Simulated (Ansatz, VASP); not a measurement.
# One calculation of SnSe, two programs

```
Sn Se
1.0
     0.00000    2.98746    2.98746
     2.98746    0.00000    2.98746
     2.98746    2.98746    0.00000
Sn Se
1 1
Direct
  0.00000 0.00000 0.00000
  0.50000 0.50000 0.50000
```

Alike in both runs: functional r2SCAN; k mesh 8 × 8 × 8; occupations fermi-dirac, width 0.02 eV; no spin polarisation.

Ansatz relaxed the structure, and its values are those at the end. VASP's run is a single point on that final structure, the one shown.

```csv
,VASP,Ansatz
version,VASP 6.6.1,Ansatz 0.2.0
potentials or method,"VASP PAW PBE potentials, release 64 (Sn_d, Se), cutoff 520 eV",PAW plane waves
valence electrons in the cell,20,30
```

|  | VASP | Ansatz | Ansatz less VASP |
| --- | --- | --- | --- |
| pressure (GPa) | 1.1 | 1.1 | 0.00 |

VASP's potentials were made for PBE, not for r2SCAN. The functional is the same, so the differences come from potentials, cutoffs and numerics. VASP's potentials hold 20 valence electrons a cell and Ansatz's 30, so a difference there can come from the potentials and not from the codes. Ansatz's warnings: stress scf threshold loose.
